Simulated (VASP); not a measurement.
Input of a VASP 6.6.1 run:

INCAR

```
SYSTEM = ZrSi2
PREC = Accurate ; ENCUT = 500
EDIFF = 1E-6 ; ISMEAR = 0
SIGMA = 0.2 ; LREAL = .FALSE.
LASPH = .TRUE. ; NELM = 120
ALGO = Normal ; ISIF = 2
LWAVE = .FALSE. ; LCHARG = .FALSE.
GGA = PE ; NBANDS = 17
GGA_COMPAT = .FALSE.
```

Contents of KPOINTS:

```
regular mesh
0
G
  6 6 6
  0 0 0
```

File POSCAR:

```
ZrSi2
1.0
    0.0000000000      3.1459201106      3.1459201106
    3.1459201106      0.0000000000      3.1459201106
    3.1459201106      3.1459201106      0.0000000000
Zr Si
1 2
Direct
    0.0000000000      0.0000000000      0.0000000000
    0.2500000000      0.2500000000      0.2500000000
    0.7500000000      0.7500000000      0.7500000000
```

Potentials or basis: VASP PAW PBE potentials, release 64 (Zr_sv, Si).

The run is started by

```sh
$ cat potpaw_PBE.64/Zr_sv/POTCAR potpaw_PBE.64/Si/POTCAR > POTCAR
$ mpirun -np 1 vasp_std > vasp.out
```

(1) Predict the band gap on the k mesh.

(2) Estimate the pressure.

## Answers

(1) zero (bands 10 and 11 overlap by 1.06 eV).

(2) -0.1 GPa.
